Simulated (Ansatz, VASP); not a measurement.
Ta2B2O in VASP and in Ansatz

INCAR

```
  PREC = Accurate
  ENCUT = 520
  EDIFF = 1E-6
  ISMEAR = 0
  SIGMA = 0.1
  LREAL = F
  LASPH = T
  NELM = 150
  ALGO = Normal
  ISIF = 2
  LWAVE = F
  LCHARG = T
  ISPIN = 2
  MAGMOM = 1 1 0 0 0
  LORBIT = 11
  LMAXMIX = 4
  GGA = PE
  LELF = T
  LVHAR = T
  NBANDS = 29
```

The input KPOINTS:

```
regular mesh
0
Gamma
  6 6 4
```

Contents of POSCAR:

```
Ta2B2O
1.0
    2.9522680027      0.0000000000      0.0000000000
   -1.4761340013      2.5567390891      0.0000000000
    0.0000000000      0.0000000000      7.0530213564
Ta B O
2 2 1
Direct
    0.6666666667      0.3333333333      0.7767358183
    0.3333333333      0.6666666667      0.2232641817
    0.6666666667      0.3333333333      0.4604772358
    0.3333333333      0.6666666667      0.5395227642
    0.0000000000      0.0000000000      0.0000000000
```

Input for Ansatz:

```yaml
crystal:
  lattice:
    - [2.9522680027, 0.0, 0.0]
    - [-1.4761340013, 2.5567390891, 0.0]
    - [0.0, 0.0, 7.0530213564]
  atoms:
    - { symbol: Ta, position: [0.6666666667, 0.3333333333, 0.7767358183], spin: 1.0 }
    - { symbol: Ta, position: [0.3333333333, 0.6666666667, 0.2232641817], spin: 1.0 }
    - { symbol: B, position: [0.6666666667, 0.3333333333, 0.4604772358] }
    - { symbol: B, position: [0.3333333333, 0.6666666667, 0.5395227642] }
    - { symbol: O, position: [0.0, 0.0, 0.0] }
basis:
  ecutwfc: 420
kpoints:
  mp_grid: { grid: [6, 6, 4] }
hamiltonian:
  xc: pbe
scf:
  occupations: { method: gaussian, width: 0.1 }
  lower_state_search: "off"
output:
  forces: true
  stress: true
  eigenvalues: true
  populations: true
magnetization:
  spin_polarized: true
```

Change from the starting cell: species swapped into the Li2CeP2 type (P-3m1, No. 164).

Alike in both runs: task single point; functional PBE; k mesh 6 × 6 × 4; occupations gaussian, width 0.1 eV; collinear spin.

|  | VASP | Ansatz |
| --- | --- | --- |
| version | VASP 6.6.1 | Ansatz 0.2.0 |
| potentials or method | VASP PAW PBE potentials, release 64 (Ta_pv, B, O), cutoff 520 eV | scalar-relativistic, plane waves, PAW |
| valence electrons in the cell | 34 | 38 |

```csv
,VASP,Ansatz,Ansatz less VASP
gap on the k mesh at the Fermi level (eV),none,none,-
pressure (GPa),0.4,0.0,-0.37
"traceless stress, the component that is largest in VASP (GPa)",0.11,0.04,-0.073
rms of the force components (eV/Å),0.005,0.000,-0.0042
net moment per atom (μB),0.00,0.00,0.000
```

Atom by atom the forces differ by 0.005 eV/Å (rms over components). A gap of «none» marks a metal or a gap that the smearing closes. VASP's potentials hold 34 valence electrons a cell and Ansatz's 38, so a difference there can come from the potentials and not from the codes. Ansatz's warnings: seeded moment not kept.

The k mesh is coarse, so the values compare programs but aren't converged. Neither program's run includes spin-orbit coupling.
